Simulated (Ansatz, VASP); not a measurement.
**Two plane-wave programs on Pd**

File POSCAR:

```
Pd
1.0
    2.9793378432      0.0000000000      0.0000000000
    0.0000000000      2.9793378432      0.0000000000
    0.0000000000      0.0000000000      2.9793378432
Pd
2
Direct
    0.0000000000      0.0000000000      0.0000000000
    0.5000000000      0.5000000000      0.5000000000
```

INCAR.step1

```
SYSTEM = Pd
ALGO     = Normal         ! electronic algorithm
EDIFF    = 1E-4           ! SCF threshold, eV
ENCUT    = 520            ! plane-wave cutoff, eV
GGA      = PE             ! functional
ISMEAR   = -1             ! smearing method
ISPIN    = 2              ! spin polarisation
LASPH    = .TRUE.         ! aspherical terms in the spheres
LCHARG   = .FALSE.        ! write CHGCAR
LMAXMIX  = 4              ! l up to which the mixer works
LREAL    = .FALSE.        ! projectors in reciprocal space
LWAVE    = .TRUE.         ! write WAVECAR
MAGMOM   = 0.5 -0.5       ! initial moments
NBANDS   = 21             ! bands
NELM     = 150            ! most SCF steps
PREC     = Accurate       ! precision mode
SIGMA    = 0.05           ! smearing width, eV
```

INCAR.step2

```
SYSTEM = Pd
ALGO     = Normal         ! electronic algorithm
EDIFF    = 1E-7           ! SCF threshold, eV
ENCUT    = 520            ! plane-wave cutoff, eV
ISIF     = 2              ! what is computed and relaxed
ISMEAR   = -1             ! smearing method
ISPIN    = 2              ! spin polarisation
ISTART   = 1            
LASPH    = .TRUE.         ! aspherical terms in the spheres
LCHARG   = .FALSE.        ! write CHGCAR
LMAXMIX  = 4              ! l up to which the mixer works
LMIXTAU  = .TRUE.       
LORBIT   = 11             ! projections on sites
LREAL    = .FALSE.        ! projectors in reciprocal space
LWAVE    = .FALSE.        ! write WAVECAR
MAGMOM   = 0.5 -0.5       ! initial moments
METAGGA  = R2SCAN         ! meta-GGA
NBANDS   = 21             ! bands
NELM     = 150            ! most SCF steps
PREC     = Accurate       ! precision mode
SIGMA    = 0.05           ! smearing width, eV
```

File KPOINTS:

```
k-points
0
G
  11 11 11
  0 0 0
```

Input for Ansatz:

```yaml
crystal:
  lattice:
    - [2.9793378432, 0.0, 0.0]
    - [0.0, 2.9793378432, 0.0]
    - [0.0, 0.0, 2.9793378432]
  atoms:
    - { symbol: Pd, position: [0.0, 0.0, 0.0], spin: 0.5 }
    - { symbol: Pd, position: [0.5, 0.5, 0.5], spin: -0.5 }
hamiltonian:
  xc: r2scan
  pseudopotentials:
    kind: paw
    azcp:
      Pd: "pseudopotentials/Pd.paw.azcp"
basis:
  ecutwfc: 500
  fft_grid_basis: typed
kpoints:
  mp_grid: { grid: [11, 11, 11], shift: [0, 0, 0] }
magnetization:
  spin_polarized: true
scf:
  occupations: { method: fermi_dirac, width: 0.05 }
  lower_state_search: "off"
output:
  stress: true
```

Alike in both runs: task single point; functional r2SCAN; k mesh 11 × 11 × 11; occupations fermi-dirac, width 0.05 eV; collinear spin.

|  | VASP | Ansatz |
| --- | --- | --- |
| version | VASP 6.6.1 | Ansatz 0.2.0 |
| potentials or method | VASP PAW PBE potentials, release 64 (Pd), cutoff 520 eV | plane waves (500 eV) with PAW, scalar-relativistic |
| valence electrons in the cell | 20 | 36 |

|  | VASP | Ansatz | Ansatz less VASP |
| --- | --- | --- | --- |
| net moment per atom (μB) | 0.00 | 0.00 | 0.000 |

VASP's potentials were made for PBE, not for r2SCAN. VASP's potentials hold 20 valence electrons a cell and Ansatz's 36, so a difference there can come from the potentials and not from the codes. Ansatz's warnings: seeded moment not kept, stability check not made.
